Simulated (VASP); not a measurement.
Input of a VASP 6.6.1 run:

The input INCAR:

```
SYSTEM = Zn3C
PREC = Accurate ; ENCUT = 600
EDIFF = 1E-6 ; ISMEAR = 0
SIGMA = 0.1 ; LREAL = .False.
LASPH = .True. ; NELM = 80
ALGO = Normal ; ISIF = 3
LWAVE = .False. ; LCHARG = .False.
GGA = PE ; IBRION = 2
NSW = 90 ; EDIFFG = -0.04
```

File KPOINTS:

```
regular mesh
0
Gamma
  3 3 6
  0 0 0
```

The input POSCAR:

```
Zn3C
1.0
    6.8310059391      0.0000000000      0.0000000000
   -3.4155029696      5.9158246767      0.0000000000
    0.0000000000      0.0000000000      2.8004924572
Zn C
6 2
Direct
    0.3848077668      0.1924038834      0.7500000000
    0.8075961166      0.1924038834      0.7500000000
    0.8075961166      0.6151922332      0.7500000000
    0.6151922332      0.8075961166      0.2500000000
    0.1924038834      0.8075961166      0.2500000000
    0.1924038834      0.3848077668      0.2500000000
    0.6666666667      0.3333333333      0.2500000000
    0.3333333333      0.6666666667      0.7500000000
```

Potentials or basis: VASP PAW PBE potentials, release 64 (Zn, C).

The run is started by

```bash
$ cat potpaw_PBE.64/Zn/POTCAR potpaw_PBE.64/C/POTCAR > POTCAR
$ mpirun -np 1 vasp_std > vasp.out
```

Estimate the relaxed cell.

a = 6.786 Å, b = 6.786 Å, c = 2.858 Å, α = 90.00°, β = 90.00°, γ = 120.00°.

What does it give for the relaxed volume?

14.25 Å³/atom.

Predict the space group after relaxing (to 0.1 Å).

P6_3/mmc (No. 194).

Estimate the band gap on the k mesh.

zero (bands 40 and 41 overlap by 1.46 eV).

Stress tensor (GPa, compression positive):
```
 0.42  0.00  0.00
 0.00  0.42  0.00
 0.00  0.00 -0.05
```

Caveat: the k points lie up to 0.37 Å⁻¹ apart in the final cell, too coarse for converged energies and pressures of a metal.
